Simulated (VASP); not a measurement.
A run of VASP 6.6.1 is set up as follows.

The input INCAR:

```
SYSTEM = Al
  PREC = Accurate
  ENCUT = 520
  EDIFF = 1E-6
  ISMEAR = 0
  SIGMA = 0.15
  LREAL = .FALSE.
  LASPH = .TRUE.
  NELM = 80
  ALGO = Fast
  ISIF = 2
  LWAVE = .FALSE.
  LCHARG = .FALSE.
  GGA = PE
  IVDW = 12
  NBANDS = 14
```

File KPOINTS:

```
Automatic mesh
0
G
  18 18 6
  0 0 0
```

File POSCAR:

```
Al
1.0
    2.7556250209      0.0000000000      0.0000000000
   -1.3778125105      2.3864412714      0.0000000000
    0.0000000000      0.0000000000      8.8684280046
Al
4
Direct
    0.0000000000      0.0000000000      0.0000000000
    0.3333333333      0.6666666667      0.2500000000
    0.0000000000      0.0000000000      0.5000000000
    0.6666666667      0.3333333333      0.7500000000
```

Potentials or basis: VASP PAW PBE potentials, release 64 (Al).

Command:

```sh
$ cat potpaw_PBE.64/Al/POTCAR > POTCAR
$ mpirun -np 1 vasp_std > vasp.out
```

**Question.** Predict the band gap on the k mesh.

**Answer.** Zero (bands 6 and 7 overlap by 6.00 eV).

**Question.** What does it give for the pressure?

**Answer.** 8.6 GPa.

**Question.** What does it give for the dispersion energy per atom?

**Answer.** -0.383 eV.

Stress tensor (GPa, compression positive):
```
 7.73  0.00  0.00
 0.00  7.73  0.00
 0.00  0.00 10.37
```

Caveat: the cell stands under pressure.
